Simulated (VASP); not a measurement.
# Ta (P6_3/mmc) in VASP: notebook, part 2 of 2

VASP 6.6.1.

### Step 3. Single point, PBE

This run uses another cell than the first one, of the same volume but with other edges.

Input file INCAR:

```
PREC = Accurate ; ENCUT = 520
EDIFF = 1E-7 ; ISMEAR = 0
SIGMA = 0.15 ; LREAL = False
LASPH = True ; NELM = 60
ALGO = Fast ; ISIF = 2
LWAVE = False ; LCHARG = False
GGA = PE ; NBANDS = 18
```

Input file KPOINTS:

```
regular mesh
0
Gamma
  21 21 10
```

Input file POSCAR:

```
Ta
1.0
    3.1243311036      0.0000000000      0.0000000000
   -1.5621655518      2.7057501056      0.0000000000
    0.0000000000      0.0000000000      4.4521599695
Ta
2
Direct
    0.6666666667      0.3333333333      0.7500000000
    0.3333333333      0.6666666667      0.2500000000
```

Potentials or basis: VASP PAW PBE potentials, release 64 (Ta_pv).

Run with:

```sh
cat potpaw_PBE.64/Ta_pv/POTCAR > POTCAR
mpirun -np 1 vasp_std > vasp.out
```

OUTCAR:

```text
PREC = Accurate
   ENCUT = 520
   EDIFF = 1E-7
   ISMEAR = 0
   LREAL = False
   LASPH = True
   NELM = 60
   ISIF = 2
   GGA = PE

 ion  position               nearest neighbor table
   1  0.667  0.333  0.750-   2 2.87   2 2.87   2 2.87   2 2.87   2 2.87   2 2.87
   2  0.333  0.667  0.250-   1 2.87   1 2.87   1 2.87   1 2.87   1 2.87   1 2.87

  LATTYP: Found a hexagonal cell.
 ALAT       =     3.1243311036
 C/A-ratio  =     1.4249962062

  Lattice vectors:

 A1 = (   3.1243311036,   0.0000000000,   0.0000000000)
 A2 = (  -1.5621655518,   2.7057501056,   0.0000000000)
 A3 = (   0.0000000000,   0.0000000000,   4.4521599695)

Analysis of symmetry for initial positions (statically):
=====================================================================
 Subroutine PRICEL returns:
 Original cell was already a primitive cell.

 Routine SETGRP: Setting up the symmetry group for a
 hexagonal supercell.

 Subroutine GETGRP returns: Found 24 space group operations
 (whereof 12 operations were pure point group operations)
 out of a pool of 24 trial point group operations.

The static configuration has the point symmetry D_3d.
 The point group associated with its full space group is D_6h.

Analysis of symmetry for dynamics (positions and initial velocities):
=====================================================================
 Subroutine PRICEL returns:
 Original cell was already a primitive cell.

 Routine SETGRP: Setting up the symmetry group for a
 hexagonal supercell.

 Subroutine GETGRP returns: Found 24 space group operations
 (whereof 12 operations were pure point group operations)
 out of a pool of 24 trial point group operations.

The dynamic configuration has the point symmetry D_3d.
 The point group associated with its full space group is D_6h.

 Subroutine INISYM returns: Found 24 space group operations
 (whereof 12 operations are pure point group operations),
 and found     1 'primitive' translations

----------------------------------------------------------------------------------------

                                     Primitive cell

  volume of cell :      37.6370

  direct lattice vectors                    reciprocal lattice vectors
     3.124331104  0.000000000  0.000000000     0.320068510  0.184791640  0.000000000
    -1.562165552  2.705750106  0.000000000     0.000000000  0.369583280  0.000000000
     0.000000000  0.000000000  4.452159970     0.000000000  0.000000000  0.224610078

  length of vectors
     3.124331104  3.124331104  4.452159970     0.369583280  0.369583280  0.224610078

  position of ions in fractional coordinates (direct lattice)
     0.666666667  0.333333333  0.750000000
     0.333333333  0.666666667  0.250000000

  ion indices of the primitive-cell ions
   primitive index   ion index
                 1           1
                 2           2

----------------------------------------------------------------------------------------

 KPOINTS: regular mesh

Automatic generation of k-mesh.
 Grid dimensions read from file:
 generate k-points for:   21   21   10

 Generating k-lattice:

  Cartesian coordinates                     Fractional coordinates (reciprocal lattice)
     0.015241358  0.008799602  0.000000000     0.047619048  0.000000000  0.000000000
     0.000000000  0.017599204  0.000000000     0.000000000  0.047619048  0.000000000
     0.000000000  0.000000000  0.022461008     0.000000000  0.000000000  0.100000000

  Length of vectors
     0.017599204  0.017599204  0.022461008

  Shift w.r.t. Gamma in fractional coordinates (k-lattice)
     0.000000000  0.000000000  0.000000000

 Subroutine IBZKPT returns following result:
 ===========================================

 Found    288 irreducible k-points:

 Following reciprocal coordinates:
            Coordinates               Weight
  0.000000  0.000000  0.000000      1.000000
  0.047619  0.000000  0.000000      6.000000
  0.095238  0.000000  0.000000      6.000000
  0.142857  0.000000  0.000000      6.000000
  0.190476  0.000000  0.000000      6.000000
  0.238095  0.000000  0.000000      6.000000
[... 16 lines left out ...]
  0.142857  0.095238  0.000000     12.000000
  0.190476  0.095238  0.000000     12.000000
 [... further k-points ...]
   k-points           NKPTS =    288   k-points in BZ     NKDIM =    288   number of bands    NBANDS=     18
   number of dos      NEDOS =    301   number of ions     NIONS =      2
   total plane-waves  NPLWV =  20736
   dimension x,y,z NGX =    24 NGY =   24 NGZ =   36
   dimension x,y,z NGXF=    48 NGYF=   48 NGZF=   72
   ions per type =               2
   NGX,Y,Z   is equivalent  to a cutoff of  12.77, 12.77, 13.44 a.u.
   NGXF,Y,Z  is equivalent  to a cutoff of  25.54, 25.54, 26.89 a.u.
 SYSTEM =  unknown system
   PREC   = accura    normal or accurate (medium, high low for compatibility)
   ISTART =      0    job   : 0-new  1-cont  2-samecut
   ICHARG =      2    charge: 1-file 2-atom 10-const
   ISPIN  =      1    spin polarized calculation?
   LNONCOLLINEAR =      F non collinear calculations
   LSORBIT =      F    spin-orbit coupling
   LASPH  =      T    aspherical Exc in radial PAW
   ENCUT  =  520.0 eV  38.22 Ry    6.18 a.u.   5.81  5.81  8.28*2*pi/ulx,y,z
   NELM   =     60;   NELMIN=  2; NELMDL= -5     # of ELM steps
   EDIFF  = 0.1E-06   stopping-criterion for ELM
   LREAL  =      F    real-space projection
   EDIFFG = 0.1E-05   stopping-criterion for IOM
   NSW    =      0    number of steps for IOM
   IBRION =     -1    ionic relax: 0-MD 1-quasi-New 2-CG
   NFREE  =      0    steps in history (QN), initial steepest desc. (CG)
   ISIF   =      2    stress and relaxation
   ISYM   =      2    0-nonsym 1-usesym 2-fastsym
   POTIM  = 0.5000    time-step for ionic-motion
   TEBEG  =    0.0;   TEEND  =   0.0 temperature during run
   PSTRESS=    0.0 pullay stress
   NELECT =      22.0000    total number of electrons
   NUPDOWN=      -1.0000    fix difference up-down
   EMIN   =  10.00;   EMAX   =-10.00  energy-range for DOS
   EFERMI =   0.00;   METHOD = LEGACY
   ISMEAR =     0;   SIGMA  =   0.15  broadening in eV -4-tet -1-fermi 0-gaus
   EFERMI_NEDOS =   21; number of points for ismear=-14 and -15
   IALGO  =     68    algorithm
   IMIX   =      4    mixing-type and parameters
     AMIX     =   0.40;   BMIX     =  1.00
     AMIX_MAG =   1.60;   BMIX_MAG =  1.00
  volume/ion in A,a.u.               =      18.82       126.99
  Fermi-wavevector in a.u.,A,eV,Ry     =   1.368812  2.586680 25.492516  1.873647
  Thomas-Fermi vector in A             =   2.494743
   LORBIT       =      0    0 simple, 1 ext, 2 COOP (PROOUT), +10 PAW based schemes
   GGA     = PE    functional components
   LHFCALC =     F    Hartree Fock is set to
   AEXX    =    0.0000 exact exchange contribution
   IVDW    =     0    specifies the selected vdW correction
   LEPSILON=     F    determine dielectric tensor
   LRPA    =     F    only Hartree local field effects (RPA)
 non-spin polarized calculation
 RMM-DIIS sequential band-by-band and
 Gauss-broadening in eV      SIGMA  =   0.15
  energy-cutoff  :      520.00
  volume of cell :       37.64
 maximum number of plane-waves:      1031
 NGX is ok and might be reduce to    24

 number of electron      21.9999999 magnetization

 Free energy of the ion-electron system (eV)
  ---------------------------------------------------
  ext. energy  EPLUGINS =         0.00000000
  ---------------------------------------------------
  free energy    TOTEN  =       -22.74738966 eV

  energy without entropy =      -22.71170270  energy(sigma->0) =      -22.72954618

 E-fermi :   5.6543     XC(G=0): -12.3689

 val. band max:        5.6537363707   @ k =   0.3333   0.1429   0.4000
 cond. band min:       5.6559480282   @ k =   0.1429   0.0000   0.0000
 fundamental gap:      0.0022116575
 Fermi energy:         5.6543065533

 k-point     1 :       0.0000    0.0000    0.0000
  band No.  band energies     occupation
      1     -29.1095      2.00000
      2     -28.3756      2.00000
      3     -28.3756      2.00000
      4     -28.1116      2.00000
      5     -28.1116      2.00000
      6     -27.8025      2.00000
[... 10 lines left out ...]
     17      10.4635      0.00000
     18      10.4635      0.00000
[... 463 lines left out ...]
 k-point    24 :       0.1905    0.0952    0.0000
  band No.  band energies     occupation
      1     -28.9142      2.00000
      2     -28.6049      2.00000
      3     -28.5276      2.00000
      4     -28.3443      2.00000
      5     -28.1471      2.00000
      6     -27.9464      2.00000
[... 10 lines left out ...]
     17      11.5515      0.00000
     18      15.0546      0.00000

 [... further k-points ...]
[... 5 lines left out ...]
  --------------------------------------------------------------------------------------
  -------------------------------------------------------------------------------------
  Total       -0.4742539     -0.4742539      1.5993032      0.0000000      0.0000000      0.0000000
  in kB      -20.1885905    -20.1885905     68.0809936      0.0000000      0.0000000      0.0000000
  external PRESSURE =       9.2346042 kB  Pullay stress =       0.0000000 kB

 VOLUME and BASIS-vectors are now :
 -----------------------------------------------------------------------------
  energy-cutoff  :      520.00
  volume of cell :       37.64
      direct lattice vectors                 reciprocal lattice vectors
     3.124331104  0.000000000  0.000000000     0.320068510  0.184791640  0.000000000
    -1.562165552  2.705750106  0.000000000     0.000000000  0.369583280  0.000000000
     0.000000000  0.000000000  4.452159970     0.000000000  0.000000000  0.224610078

 POSITION                                       TOTAL-FORCE (eV/Angst)
 -----------------------------------------------------------------------------------
      1.56217      0.90192      3.33912         0.000000      0.000000      0.000000
     -0.00000      1.80383      1.11304        -0.000000     -0.000000      0.000000
 -----------------------------------------------------------------------------------
    total drift:                                0.000000     -0.000000      0.000000

  FREE ENERGIE OF THE ION-ELECTRON SYSTEM (eV)
  ---------------------------------------------------
  free  energy   TOTEN  =       -22.7473896596 eV

  energy  without entropy=      -22.7117026973  energy(sigma->0) =      -22.72954618
```

stdout:

```text
POSCAR found type information on POSCAR Ta
 POSCAR found :  1 types and       2 ions
 scaLAPACK will be used
 LDA part: xc-table for (Slater+PW92), standard interpolation
 POSCAR, INCAR and KPOINTS ok, starting setup
 FFT: planning ... GRIDC
 FFT: planning ... GRID_SOFT
 FFT: planning ... GRID
 WAVECAR not read
 entering main loop
WARNING in EDDRMM: call to ZHEGV failed, returncode =   8  4     17
WARNING in EDDRMM: call to ZHEGV failed, returncode =   8  4     17
```

Run time: 3 min. Hardware: 1 thread of AMD EPYC 9R45 (Zen 5), shared host; peak memory 0.24 GiB.

What came out:

```
Free energy            : -22.7474 eV
Pressure               : 0.9 GPa
Band gap on the k mesh : zero (band 11 reaches 6.81 eV, above the bottom of band 12 at 4.90 eV)
```

Caveat: spin-orbit coupling is left out, which moves the levels of the heavy elements.

### Step 4. Single point, PBE

This run uses another cell than the first one, of the same volume but with other edges.

Input file INCAR:

```
PREC = Accurate ; ENCUT = 520
EDIFF = 1E-6 ; ISMEAR = 0
SIGMA = 0.15 ; LREAL = F
LASPH = T ; NELM = 100
ALGO = Fast ; ISIF = 2
LWAVE = F ; LCHARG = F
GGA = PE ; NBANDS = 18
```

Input file KPOINTS:

```
Automatic mesh
0
Gamma
  21 21 10
```

Input file POSCAR:

```
Ta
1.0
    2.6574958639      0.0000000000      0.0000000000
   -1.3287479319      2.3014589286      0.0000000000
    0.0000000000      0.0000000000      6.1537474765
Ta
2
Direct
    0.6666666667      0.3333333333      0.7500000000
    0.3333333333      0.6666666667      0.2500000000
```

Potentials or basis: VASP PAW PBE potentials, release 64 (Ta_pv).

Run with:

```sh
cat potpaw_PBE.64/Ta_pv/POTCAR > POTCAR
mpirun -np 1 vasp_std > vasp.out
```

OUTCAR:

```text
PREC = Accurate
   ENCUT = 520
   EDIFF = 1E-6
   ISMEAR = 0
   LREAL = F
   LASPH = T
   NELM = 100
   ISIF = 2
   GGA = PE

 ion  position               nearest neighbor table
   1  0.667  0.333  0.750-   2 3.44   2 3.44   2 3.44   2 3.44   2 3.44   2 3.44
   2  0.333  0.667  0.250-   1 3.44   1 3.44   1 3.44   1 3.44   1 3.44   1 3.44

  LATTYP: Found a hexagonal cell.
 ALAT       =     2.6574958639
 C/A-ratio  =     2.3156188350

  Lattice vectors:

 A1 = (   2.6574958639,   0.0000000000,   0.0000000000)
 A2 = (  -1.3287479319,   2.3014589286,   0.0000000000)
 A3 = (   0.0000000000,   0.0000000000,   6.1537474765)

Analysis of symmetry for initial positions (statically):
=====================================================================
 Subroutine PRICEL returns:
 Original cell was already a primitive cell.

 Routine SETGRP: Setting up the symmetry group for a
 hexagonal supercell.

 Subroutine GETGRP returns: Found 24 space group operations
 (whereof 12 operations were pure point group operations)
 out of a pool of 24 trial point group operations.

[... 157 lines left out ...]

 Free energy of the ion-electron system (eV)
  ---------------------------------------------------
  ext. energy  EPLUGINS =         0.00000000
  ---------------------------------------------------
  free energy    TOTEN  =       -21.77782864 eV

  energy without entropy =      -21.75390366  energy(sigma->0) =      -21.76586615

 E-fermi :   5.5640     XC(G=0): -12.2488

 val. band max:        5.5630590553   @ k =   0.1905  -0.0000   0.1000
 cond. band min:       5.5669008706   @ k =   0.2857   0.1429   0.3000
 fundamental gap:      0.0038418153
 Fermi energy:         5.5639661073

 k-point     1 :       0.0000    0.0000    0.0000
  band No.  band energies     occupation
      1     -28.9291      2.00000
      2     -28.6195      2.00000
      3     -27.4765      2.00000
      4     -27.4765      2.00000
      5     -27.4641      2.00000
      6     -27.4641      2.00000
[... 481 lines left out ...]
      5     -27.7926      2.00000
      6     -27.7752      2.00000
[... 10 lines left out ...]
     17      10.3606      0.00000
     18      10.9682      0.00000

 [... further k-points ...]
[... 5 lines left out ...]
  --------------------------------------------------------------------------------------
  -------------------------------------------------------------------------------------
  Total        8.8502925      8.8502925     -6.5075128      0.0000000      0.0000000      0.0000000
  in kB      376.7495234    376.7495234   -277.0193576      0.0000000      0.0000000      0.0000000
  external PRESSURE =     158.8265631 kB  Pullay stress =       0.0000000 kB

 VOLUME and BASIS-vectors are now :
 -----------------------------------------------------------------------------
  energy-cutoff  :      520.00
  volume of cell :       37.64
      direct lattice vectors                 reciprocal lattice vectors
     2.657495864  0.000000000  0.000000000     0.376294095  0.217253497  0.000000000
    -1.328747932  2.301458929  0.000000000     0.000000000  0.434506994  0.000000000
     0.000000000  0.000000000  6.153747477     0.000000000  0.000000000  0.162502606

 POSITION                                       TOTAL-FORCE (eV/Angst)
 -----------------------------------------------------------------------------------
      1.32875      0.76715      4.61531         0.000000      0.000000      0.000000
     -0.00000      1.53431      1.53844        -0.000000     -0.000000      0.000000
 -----------------------------------------------------------------------------------
    total drift:                               -0.000000      0.000000     -0.000000

  FREE ENERGIE OF THE ION-ELECTRON SYSTEM (eV)
  ---------------------------------------------------
  free  energy   TOTEN  =       -21.7778286423 eV

  energy  without entropy=      -21.7539036550  energy(sigma->0) =      -21.76586615
```

It took 2.7 min on 1 thread of AMD EPYC 9R45 (Zen 5), shared host; peak memory 0.24 GiB.

What came out:

* Free energy: -21.7778 eV
* Pressure: 15.9 GPa
* Band gap on the k mesh: zero (band 11 reaches 7.53 eV, above the bottom of band 12 at 4.45 eV)

Stress tensor (GPa, compression positive):
```
 37.67   0.00   0.00
  0.00  37.67   0.00
  0.00   0.00 -27.70
```

Caveat: spin-orbit coupling is left out, which moves the levels of the heavy elements.

### Step 5. Overview

| cell | further INCAR settings | gap on the mesh (eV) | pressure (GPa) |
| --- | --- | --- | --- |
| a = 2.854, b = 2.854, c = 5.337 Å, angles 90.0, 90.0, 120.0°, 2 atoms | ALGO = Fast; EDIFF = 1e-06; NBANDS = 18 | none | 0.3 |
| a = 3.124, b = 3.124, c = 4.452 Å, angles 90.0, 90.0, 120.0°, 2 atoms | ALGO = Fast; EDIFF = 1e-07; NBANDS = 18 | none | 0.9 |
| a = 2.657, b = 2.657, c = 6.154 Å, angles 90.0, 90.0, 120.0°, 2 atoms | ALGO = Fast; EDIFF = 1e-06; NBANDS = 18 | none | 15.9 |

Alike in all rows: task single point; level PBE; potentials or basis VASP PAW PBE potentials, release 64 (Ta_pv); no spin polarisation; k mesh 21 × 21 × 10; cutoff (eV) 520; smearing gaussian 0.15 eV.

Caveats: spin-orbit coupling is left out, which moves the levels of the heavy elements.

Total energies depend on the potentials used, so only differences within one code and one set of settings carry meaning.
